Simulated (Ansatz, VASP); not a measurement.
## As in VASP and in Ansatz

The input INCAR:

```
SYSTEM = As
PREC = Accurate
ENCUT = 400
EDIFF = 1E-6
ISMEAR = 0
SIGMA = 0.02
LREAL = .FALSE.
LASPH = .TRUE.
NELM = 120
ALGO = Normal
ISIF = 2
LWAVE = .FALSE.
LCHARG = .FALSE.
LDIPOL = .TRUE.
IDIPOL = 3
DIPOL = 0.5 0.5 0.500
GGA = PE
NBANDS = 22
GGA_COMPAT = .FALSE.
NELMDL = -8
```

File KPOINTS:

```
regular mesh
0
G
  9 9 1
  0 0 0
```

The input POSCAR:

```
As
1.0
    3.6700000000      0.0000000000      0.0000000000
   -1.8350000000      3.1783132319      0.0000000000
    0.0000000000      0.0000000000     28.0000000000
As
2
Direct
    0.3333333333      0.6666666667      0.5212857143
    0.6666666667      0.3333333333      0.4787142857
```

Input for Ansatz:

```yaml
crystal:
  lattice:
    - [3.67, 0.0, 0.0]
    - [-1.835, 3.1783132319, 0.0]
    - [0.0, 0.0, 28.0]
  atoms:
    - { symbol: As, position: [0.3333333333, 0.6666666667, 0.5212857143] }
    - { symbol: As, position: [0.6666666667, 0.3333333333, 0.4787142857] }
  periodic: [true, true, false]
basis:
  ecutwfc: 420
kpoints:
  mp_grid: { grid: [9, 9, 1] }
hamiltonian:
  xc: pbe
scf:
  occupations: { method: gaussian, width: 0.02 }
output:
  forces: true
  stress: true
  eigenvalues: true
```

Alike in both runs: task single point; functional PBE; k mesh 9 × 9 × 1; occupations gaussian, width 0.02 eV; no spin polarisation.

|  | VASP | Ansatz |
| --- | --- | --- |
| version | VASP 6.6.1 | Ansatz 0.2.0 |
| potentials or method | VASP PAW PBE potentials, release 64 (As_d), cutoff 400 eV | scalar-relativistic, plane waves, PAW |
| valence electrons in the cell | 30 | 30 |

```csv
,VASP,Ansatz,Ansatz less VASP
gap on the k mesh at the Fermi level (eV),0.73,0.77,+0.036
least direct gap on the mesh (eV),0.79,0.82,+0.034
rms of the force components (eV/Å),1.362,1.344,-0.0181
```

Atom by atom the forces differ by 0.018 eV/Å (rms over components).
